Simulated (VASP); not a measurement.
Set up this calculation in VASP 6.6.1, as the native input.

| Property | Result |
| --- | --- |
| Task | single point |
| Functional | LDA |
| Potentials or basis | VASP PAW LDA potentials, release 64 (Zn, O) |
| Cutoff | 520 eV |
| k mesh | 8 × 8 × 4 |
| Occupations | gaussian, width 0.01 eV |
| Spin | no spin polarisation |
| Dipole correction | no |
| Further INCAR settings | ALGO = Normal; EDIFF = 1e-06; NBANDS = 26 |

The structure of ZnO lies in POSCAR:

```
ZnO
1.0
    3.2006156128      0.0000000000      0.0000000000
   -1.6003078064      2.7718144284      0.0000000000
    0.0000000000      0.0000000000      5.1741698040
Zn O
2 2
Direct
    0.3333333333      0.6666666667      0.5002674079
    0.6666666667      0.3333333333      0.0002674079
    0.6666666667      0.3333333333      0.3787425921
    0.3333333333      0.6666666667      0.8787425921
```

The input as run:

INCAR

```
SYSTEM = ZnO
  ALGO = Normal
  EDIFF = 1E-6
  ENCUT = 520
  GGA = CA
  ISIF = 2
  ISMEAR = 0
  LASPH = .TRUE.
  LCHARG = .FALSE.
  LREAL = .FALSE.
  LWAVE = .FALSE.
  NBANDS = 26
  NELM = 60
  PREC = Accurate
  SIGMA = 0.01
```

KPOINTS

```
k-points
0
G
  8 8 4
  0 0 0
```

Potentials or basis: VASP PAW LDA potentials, release 64 (Zn, O).

Run with:

```bash
$ cat potpaw_LDA.64/Zn/POTCAR potpaw_LDA.64/O/POTCAR > POTCAR
$ mpirun -np 1 vasp_std > vasp.out
```

It gave:

```json
{
 "Pressure": "-0.8 GPa",
 "Band gap on the k mesh": "0.79 eV, direct"
}
```

Wall time 38 s on 1 thread of Intel Xeon 8259CL, with other jobs on the host, peak memory 0.15 GiB.
